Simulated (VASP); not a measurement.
Wanted: the native input for a VASP 6.6.1 run.

```yaml
Task: single point
Functional: PBE
Potentials_or_basis: VASP PAW PBE potentials, release 64 (V_sv, Ir, C, N)
Cutoff: 520 eV
k_mesh: 4 × 4 × 4
Occupations: gaussian, width 0.1 eV
Spin: collinear spin, ferrimagnetic start
Starting_moments: "[2.0, -1.0, 0.0, 0.0, 0.0, 0.0, 0.0, 0.0, 0.0, 0.0, 0.0, 0.0, 0.0, 0.0] μB"
Dipole_correction: no
Further_INCAR_settings: ALGO = Normal; EDIFF = 1e-06; NBANDS = 55
```

The structure of VIrC6N6 lies in POSCAR:

```
VIrC6N6
1.0
    0.0000000000      5.2070214830      5.2070214830
    5.2070214830      0.0000000000      5.2070214830
    5.2070214830      5.2070214830      0.0000000000
V Ir C N
1 1 6 6
Direct
    0.5000000000      0.5000000000      0.5000000000
    0.0000000000      0.0000000000      0.0000000000
    0.8068879898      0.1931120102      0.1931120102
    0.1931120102      0.8068879898      0.1931120102
    0.1931120102      0.1931120102      0.8068879898
    0.1931120102      0.8068879898      0.8068879898
    0.8068879898      0.1931120102      0.8068879898
    0.8068879898      0.8068879898      0.1931120102
    0.6948666932      0.3051333068      0.3051333068
    0.3051333068      0.6948666932      0.3051333068
    0.3051333068      0.3051333068      0.6948666932
    0.3051333068      0.6948666932      0.6948666932
    0.6948666932      0.3051333068      0.6948666932
    0.6948666932      0.6948666932      0.3051333068
```

The input as run:

INCAR

```
SYSTEM = VIrC6N6
ALGO     = Normal         ! electronic algorithm
EDIFF    = 1E-6           ! SCF threshold, eV
ENCUT    = 520            ! plane-wave cutoff, eV
GGA      = PE             ! functional
ISIF     = 2              ! what is computed and relaxed
ISMEAR   = 0              ! smearing method
ISPIN    = 2              ! spin polarisation
LASPH    = .True.         ! aspherical terms in the spheres
LCHARG   = .False.        ! write CHGCAR
LMAXMIX  = 4              ! l up to which the mixer works
LORBIT   = 11             ! projections on sites
LREAL    = .False.        ! projectors in reciprocal space
LWAVE    = .False.        ! write WAVECAR
MAGMOM   = 2 -1 0 0 0 0 0 0 0 0 0 0 0 0 ! initial moments
NBANDS   = 55             ! bands
NELM     = 150            ! most SCF steps
PREC     = Accurate       ! precision mode
SIGMA    = 0.1            ! smearing width, eV
```

KPOINTS

```
k-points
0
Gamma
  4 4 4
  0 0 0
```

Potentials or basis: VASP PAW PBE potentials, release 64 (V_sv, Ir, C, N).

Launch:

```console
$ cat potpaw_PBE.64/V_sv/POTCAR potpaw_PBE.64/Ir/POTCAR potpaw_PBE.64/C/POTCAR potpaw_PBE.64/N/POTCAR > POTCAR
$ mpirun -np 1 vasp_std > vasp.out
```

Results of the run:

| Quantity | Value |
| --- | --- |
| Pressure | 0.6 GPa |
| Largest force | 0.360 eV/Å |
| Band gap on the k mesh | zero (filled and empty bands overlap) |
| Net moment | 2.00 μB per cell |
| Site moments | V +1.69; Ir -0.02; C +0.04; N -0.03 μB |
| Valence electrons inside the program's atomic spheres | V 11.37; Ir 8.98; C 2.60; N 3.91 |

Caveat: spin-orbit coupling is left out, which moves the levels of the heavy elements.

Wall time 5 min on 1 thread of Intel(R) Xeon(R) Platinum 8488C (Sapphire Rapids) (shared host), peak memory 0.65 GiB.
